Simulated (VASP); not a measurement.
Runs of VASP 6.6.1 on Na. The structure is that of space group Im-3m (No. 229), or close to it. The cells are those of the table. 

| cell | gap on the mesh (eV) | pressure (GPa) |
| --- | --- | --- |
| a = 3.655 Å, angles 109.2, 110.0, 109.2°, 1 atom | none | (a) |
| a = 3.686 Å, angles 109.9, 108.7, 109.9°, 1 atom | none | -0.4 |
| a = 3.674 Å, angles 109.6, 109.2, 109.6°, 1 atom | none | -0.2 |
| a = 3.689 Å, angles 109.9, 108.5, 109.9°, 1 atom | none | -0.3 |
| a = 3.662 Å, angles 109.3, 109.7, 109.3°, 1 atom | none | -0.2 |

Alike in all rows: task single point; level PBE; potentials or basis VASP PAW PBE potentials, release 64 (Na_pv); no spin polarisation; k mesh 16 × 16 × 16; cutoff (eV) 520; smearing gaussian 0.15 eV.

**Question.** Estimate the missing entries.

**Answer.** (a) -0.1.

A gap of «none» marks levels without a gap at the run's occupations.
